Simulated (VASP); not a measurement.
# SnTe in VASP: notebook

The runs below take SnTe through relaxation of cell and atoms, single point, with PBE-based screened hybrid with 25 % exact exchange, PBE+D3(BJ).

All numbers are computed with VASP 6.6.1; they aren't measurements. Logs are shortened: lines on timing, memory, paths and dates and some standing lists are left out, and cuts for length are marked.

## 1. The cell of the first run

The structure is cubic, space group F-43m (No. 216). The conventional cell has a = 7.222 Å, b = 7.222 Å, c = 7.222 Å, α = 90.00°, β = 90.00°, γ = 90.00°. Within 4.1 Å of Te (site symmetry -43m) lie 4 Sn at 3.13 Å. Sn (site symmetry -43m) has 4 Te at 3.13 Å within 4.1 Å.

## 2. Relaxation of cell and atoms, PBE-based screened hybrid with 25 % exact exchange

File POSCAR:

```
SnTe
1.0
    0.0000000000      3.6111460000      3.6111460000
    3.6111460000      0.0000000000      3.6111460000
    3.6111460000      3.6111460000      0.0000000000
Te Sn
1 1
Direct
    0.2500000000      0.2500000000      0.2500000000
    0.0000000000      0.0000000000      0.0000000000
```

File INCAR.step1:

```
  ALGO = Normal
  EDIFF = 1E-5
  ENCUT = 600
  GGA = PE
  ISMEAR = -1
  LASPH = True
  LCHARG = False
  LREAL = False
  LWAVE = True
  NBANDS = 17
  NELM = 80
  PREC = Accurate
  SIGMA = 0.05
```

File INCAR.step2:

```
  AEXX = 0.25
  ALGO = Normal
  EDIFF = 1E-6
  EDIFFG = -0.01
  ENCUT = 600
  GGA = PE
  HFSCREEN = 0.3
  IBRION = 2
  ISIF = 3
  ISMEAR = -1
  ISTART = 1
  LASPH = True
  LCHARG = False
  LHFCALC = True
  LREAL = False
  LWAVE = False
  NELM = 80
  NSW = 60
  PREC = Accurate
  PRECFOCK = Normal
  SIGMA = 0.05
```

File KPOINTS:

```
k-points
0
Gamma
  4 4 4
```

Potentials or basis: VASP PAW PBE potentials, release 64 (Te, Sn_d).

Started as:

```sh
$ cat potpaw_PBE.64/Te/POTCAR potpaw_PBE.64/Sn_d/POTCAR > POTCAR
$ cp INCAR.step1 INCAR
$ mpirun -np 1 vasp_std > vasp.out
$ cp INCAR.step2 INCAR
$ mpirun -np 1 vasp_std > vasp.out
```

OUTCAR:

```text
AEXX = 0.25
   EDIFF = 1E-6
   EDIFFG = -0.01
   ENCUT = 600
   GGA = PE
   HFSCREEN = 0.3
   IBRION = 2
   ISIF = 3
   ISMEAR = -1
   ISTART = 1
   LASPH = True
   LHFCALC = True
   LREAL = False
   NELM = 80
   NSW = 60
   PREC = Accurate
   PRECFOCK = Normal

 ion  position               nearest neighbor table
   1  0.250  0.250  0.250-   2 3.13   2 3.13   2 3.13   2 3.13
   2  0.000  0.000  0.000-   1 3.13   1 3.13   1 3.13   1 3.13

  LATTYP: Found a face centered cubic cell.
 ALAT       =     7.2222920000

  Lattice vectors:

 A1 = (   0.0000000000,   3.6111460000,   3.6111460000)
 A2 = (   3.6111460000,   0.0000000000,   3.6111460000)
 A3 = (   3.6111460000,   3.6111460000,   0.0000000000)

Analysis of symmetry for initial positions (statically):
=====================================================================
 Subroutine PRICEL returns:
 Original cell was already a primitive cell.

 Routine SETGRP: Setting up the symmetry group for a
 face centered cubic supercell.

 Subroutine GETGRP returns: Found 24 space group operations
 (whereof 24 operations were pure point group operations)
 out of a pool of 48 trial point group operations.

The static configuration has the point symmetry T_d .

Analysis of symmetry for dynamics (positions and initial velocities):
=====================================================================
 Subroutine PRICEL returns:
 Original cell was already a primitive cell.

 Routine SETGRP: Setting up the symmetry group for a
 face centered cubic supercell.

 Subroutine GETGRP returns: Found 24 space group operations
 (whereof 24 operations were pure point group operations)
 out of a pool of 48 trial point group operations.

The dynamic configuration has the point symmetry T_d .

 Subroutine INISYM returns: Found 24 space group operations
 (whereof 24 operations are pure point group operations),
 and found     1 'primitive' translations

----------------------------------------------------------------------------------------

                                     Primitive cell

  volume of cell :      94.1814

  direct lattice vectors                    reciprocal lattice vectors
     0.000000000  3.611146000  3.611146000    -0.138460201  0.138460201  0.138460201
     3.611146000  0.000000000  3.611146000     0.138460201 -0.138460201  0.138460201
     3.611146000  3.611146000  0.000000000     0.138460201  0.138460201 -0.138460201

  length of vectors
     5.106931649  5.106931649  5.106931649     0.239820102  0.239820102  0.239820102

  position of ions in fractional coordinates (direct lattice)
     0.250000000  0.250000000  0.250000000
     0.000000000  0.000000000  0.000000000

  ion indices of the primitive-cell ions
   primitive index   ion index
                 1           1
                 2           2

----------------------------------------------------------------------------------------

 KPOINTS: k-points

Automatic generation of k-mesh.
 Grid dimensions read from file:
 generate k-points for:    4    4    4

 Generating k-lattice:

  Cartesian coordinates                     Fractional coordinates (reciprocal lattice)
    -0.034615050  0.034615050  0.034615050     0.250000000  0.000000000  0.000000000
     0.034615050 -0.034615050  0.034615050     0.000000000  0.250000000  0.000000000
[... 54 lines left out ...]
   EMIN   =  10.00;   EMAX   =-10.00  energy-range for DOS
   EFERMI =   0.00;   METHOD = LEGACY
   ISMEAR =    -1;   SIGMA  =   0.05  broadening in eV -4-tet -1-fermi 0-gaus
   EFERMI_NEDOS =   21; number of points for ismear=-14 and -15
   IALGO  =     38    algorithm
   IMIX   =      1    mixing-type and parameters
     AMIX     =   0.40;   BMIX     =  1.00
     AMIX_MAG =   1.60;   BMIX_MAG =  1.00
  volume/ion in A,a.u.               =      47.09       317.78
  Fermi-wavevector in a.u.,A,eV,Ry     =   0.976704  1.845704 12.979296  0.953951
  Thomas-Fermi vector in A             =   2.107344
   LORBIT       =      0    0 simple, 1 ext, 2 COOP (PROOUT), +10 PAW based schemes
   GGA     = PE    functional components
   LHFCALC =     T    Hartree Fock is set to
   PRECFOCK=normal    Normal, Fast or Accurate (Low or Medium for compatibility)
   ENCUT4O =  -1.0   cutoff for four orbital integrals eV
   NKREDX  =     1    reduce k-point grid by
   NKREDY  =     1    reduce k-point grid by
   NKREDZ  =     1    reduce k-point grid by
   AEXX    =    0.2500 exact exchange contribution
   HFSCREEN=    0.3000 screening length (either q_TF or 0.3 A-1)
   HFSCREENC=   0.3000 screening length for correlation (either q_TF or 0.3 A-1)
   ENCUTFOCK=  -1.0 apply spherical cutoff to Coloumb kernel
   IVDW    =     0    specifies the selected vdW correction
   LEPSILON=     F    determine dielectric tensor
   LRPA    =     F    only Hartree local field effects (RPA)
 conjugate gradient relaxation of ions
 non-spin polarized calculation
  energy-cutoff  :      600.00
  volume of cell :       94.18
 maximum number of plane-waves:      3156
 NGX is ok and might be reduce to    42
  NGX = 32; NGY = 32; NGZ = 32

--------------------------------------- Ionic step        1  -------------------------------------------

 number of electron      20.0000000 magnetization

 Free energy of the ion-electron system (eV)
  ---------------------------------------------------
  ext. energy  EPLUGINS =         0.00000000
  ---------------------------------------------------
  free energy    TOTEN  =        -8.14854477 eV

  energy without entropy =       -8.14526422  energy(sigma->0) =       -8.14690449

------------------------ aborting loop because EDIFF is reached ----------------------------------------

  FORCE on cell =-STRESS in cart. coord.  units (eV):
  Direction    XX          YY          ZZ          XY          YZ          ZX
  --------------------------------------------------------------------------------------
  -------------------------------------------------------------------------------------
  Total       -0.4160632     -0.4160632     -0.4160632      0.0000000      0.0000000      0.0000000
  in kB       -7.0779050     -7.0779050     -7.0779050      0.0000000      0.0000000      0.0000000
  external PRESSURE =      -7.0779050 kB  Pullay stress =       0.0000000 kB

 VOLUME and BASIS-vectors are now :
 -----------------------------------------------------------------------------
  energy-cutoff  :      600.00
  volume of cell :       94.18
      direct lattice vectors                 reciprocal lattice vectors
     0.000000000  3.611146000  3.611146000    -0.138460201  0.138460201  0.138460201
     3.611146000  0.000000000  3.611146000     0.138460201 -0.138460201  0.138460201
     3.611146000  3.611146000  0.000000000     0.138460201  0.138460201 -0.138460201

 POSITION                                       TOTAL-FORCE (eV/Angst)
 -----------------------------------------------------------------------------------
      1.80557      1.80557      1.80557        -0.000000      0.000000      0.000000
      0.00000      0.00000      0.00000         0.000000      0.000000      0.000000
 -----------------------------------------------------------------------------------
    total drift:                                0.000009     -0.000007     -0.000003

  FREE ENERGIE OF THE ION-ELECTRON SYSTEM (eV)
  ---------------------------------------------------
  free  energy   TOTEN  =        -8.1485447659 eV

  energy  without entropy=       -8.1452642151  energy(sigma->0) =       -8.14690449

--------------------------------------- Ionic step        2  -------------------------------------------

 number of electron      20.0000003 magnetization

 Free energy of the ion-electron system (eV)
  ---------------------------------------------------
  ext. energy  EPLUGINS =         0.00000000
  ---------------------------------------------------
  free energy    TOTEN  =        -8.15526851 eV

  energy without entropy =       -8.14924754  energy(sigma->0) =       -8.15225803

 E-fermi :   3.4707     XC(G=0):  -6.5223

 val. band max:        3.3697536319   @ k =  -0.2500   0.5000   0.2500
 cond. band min:       3.5305841483   @ k =   0.5000   0.5000   0.0000
 fundamental gap:      0.1608305165
 Fermi energy:         3.4706911056

 k-point     1 :       0.0000    0.0000    0.0000
  band No.  band energies     occupation
      1     -20.6779      2.00000
      2     -20.6779      2.00000
      3     -20.6779      2.00000
      4     -20.6648      2.00000
      5     -20.6648      2.00000
      6      -9.5044      2.00000
      7      -2.1365      2.00000
      8       1.0109      2.00000
      9       1.0109      2.00000
     10       1.0109      2.00000
     11       4.5304      0.00000
     12       4.5304      0.00000
     13       4.5304      0.00000
     14       7.6839      0.00000
[... 105 lines left out ...]
      1     -20.6804      2.00000
      2     -20.6754      2.00000
      3     -20.6741      2.00000
      4     -20.6653      2.00000
      5     -20.6643      2.00000
      6      -8.5841      2.00000
      7      -4.8058      2.00000
      8      -0.6074      2.00000
      9      -0.4890      2.00000
     10       3.3698      1.76550
     11       4.9536      0.00000
     12       5.7895      0.00000
     13       6.7834      0.00000
     14       9.0952      0.00000

------------------------ aborting loop because EDIFF is reached ----------------------------------------

  FORCE on cell =-STRESS in cart. coord.  units (eV):
  Direction    XX          YY          ZZ          XY          YZ          ZX
  --------------------------------------------------------------------------------------
  -------------------------------------------------------------------------------------
  Total       -0.0193967     -0.0193967     -0.0193967      0.0000000      0.0000000      0.0000000
  in kB       -0.3401063     -0.3401063     -0.3401063      0.0000000      0.0000000      0.0000000
  external PRESSURE =      -0.3401063 kB  Pullay stress =       0.0000000 kB

 VOLUME and BASIS-vectors are now :
 -----------------------------------------------------------------------------
  energy-cutoff  :      600.00
  volume of cell :       91.37
      direct lattice vectors                 reciprocal lattice vectors
    -0.000000000  3.574904553  3.574904553    -0.139863874  0.139863874  0.139863874
     3.574904553  0.000000000  3.574904553     0.139863874 -0.139863874  0.139863874
     3.574904553  3.574904553  0.000000000     0.139863874  0.139863874 -0.139863874

 POSITION                                       TOTAL-FORCE (eV/Angst)
 -----------------------------------------------------------------------------------
      1.78745      1.78745      1.78745         0.000000      0.000000     -0.000000
     -0.00000      3.57490      3.57490        -0.000000     -0.000000      0.000000
 -----------------------------------------------------------------------------------
    total drift:                               -0.000015     -0.000009      0.000001

  FREE ENERGIE OF THE ION-ELECTRON SYSTEM (eV)
  ---------------------------------------------------
  free  energy   TOTEN  =        -8.1552685108 eV

  energy  without entropy=       -8.1492475417  energy(sigma->0) =       -8.15225803

 reached required accuracy - stopping structural energy minimisation
```

Wall time 32 min (1 thread of Intel Xeon 8259CL, shared host); peak memory 0.41 GiB.

What came out:

```
Free energy                           : -8.1553 eV
Relaxed volume                        : 45.69 Å³/atom
Relaxed cell                          : a = 5.056 Å, b = 5.056 Å, c = 5.056 Å, α = 60.00°, β = 60.00°, γ = 60.00°
Space group after relaxing (to 0.1 Å) : F-43m (No. 216)
Energy gained by relaxing             : 3.4 meV/atom
Ionic steps                           : 2
Pressure after relaxing               : 0.0 GPa
Band gap on the k mesh                : 0.16 eV (least direct gap 0.98 eV)
```

Step by step:
```csv
step,energy change (eV),largest force (eV/Å),pressure (GPa),volume (Å³)
1,0.0000,0.0000,-0.71,94.18
2,-0.0067,0.0000,-0.03,91.37
```

Final structure:
```
Te Sn
1.0
     0.00000    3.57490    3.57490
     3.57490    0.00000    3.57490
     3.57490    3.57490    0.00000
Te Sn
1 1
Cartesian
  1.7875 1.7875 1.7875
  0.0000 3.5749 3.5749
```

Levels at points of the mesh, in eV from the valence-band top:
```tsv
k point	band 8	band 9	band 10	band 11	band 12	band 13
(0.00, 0.00, 0.00)	-2.36	-2.36	-2.36	1.16	1.16	1.16
(0.50, 0.00, 0.00)	-2.94	-2.94	-2.28	2.02	2.02	3.84
(0.50, 0.50, 0.00)	-3.68	-3.68	-0.82	0.16	4.41	4.41
```

Caveat: the PAW data sets were made with another functional, which shifts forces and pressure a little; spin-orbit coupling is left out, which moves the levels of the heavy elements.

## 3. Single point, PBE+D3(BJ), non-collinear spin, zero start, spin-orbit coupling (45.21 Å³/atom)

This run uses another cell than the first one, of 45.21 Å³/atom.

File INCAR:

```
SYSTEM = SnTe
PREC     = Accurate       ! precision mode
ENCUT    = 520            ! plane-wave cutoff, eV
EDIFF    = 1E-6           ! SCF threshold, eV
ISMEAR   = -5             ! smearing method
SIGMA    = 0.05           ! smearing width, eV
LREAL    = .False.        ! projectors in reciprocal space
LASPH    = .True.         ! aspherical terms in the spheres
NELM     = 150            ! most SCF steps
ALGO     = Normal         ! electronic algorithm
ISIF     = 2              ! what is computed and relaxed
LWAVE    = .False.        ! write WAVECAR
LCHARG   = .False.        ! write CHGCAR
LNONCOLLINEAR= .True.         ! non-collinear magnetism
MAGMOM   = 0 0 0 0 0 0    ! initial moments
LORBIT   = 11             ! projections on sites
LSORBIT  = .True.         ! spin-orbit coupling
GGA_COMPAT= .False.      
LORBMOM  = .True.       
GGA      = PE             ! functional
IVDW     = 12             ! dispersion correction
NBANDS   = 32             ! bands
```

File KPOINTS:

```
regular mesh
0
Gamma
  5 5 5
  0 0 0
```

File POSCAR:

```
SnTe
1.0
    0.0000000000      3.5623407469      3.5623407469
    3.5623407469      0.0000000000      3.5623407469
    3.5623407469      3.5623407469      0.0000000000
Te Sn
1 1
Direct
    0.2488810000      0.2490910000      0.2530040000
   -0.0010650000      0.0075970000     -0.0042960000
```

Potentials or basis: VASP PAW PBE potentials, release 64 (Te, Sn_d).

Started as:

```sh
$ cat potpaw_PBE.64/Te/POTCAR potpaw_PBE.64/Sn_d/POTCAR > POTCAR
$ mpirun -np 1 vasp_ncl > vasp.out
```

Wall time 24 min (1 thread of Intel Xeon 8259CL, shared host); peak memory 0.85 GiB.

Results (log left out):

```yaml
Free_energy: -7.7729 eV
Pressure: 0.2 GPa
Largest_force: 0.103 eV/Å
Net_moment: 0.00 μB per cell
Valence_electrons_inside_the_program's_atomic_spheres: Te 3.38; Sn 12.08
Dispersion_energy_per_atom: -0.281 eV
```

Forces in eV/Å, atoms in the order of the input:
```
Te   0.008 -0.066  0.078
Sn  -0.008  0.066 -0.078
```

Stress tensor (GPa, compression positive):
```
 0.23  0.23 -0.19
 0.23  0.23  0.03
-0.19  0.03  0.23
```

Moments on the atoms (μB; x, y, z):
```
Te  0.00 0.00 0.00
Sn  0.00 0.00 0.00
```
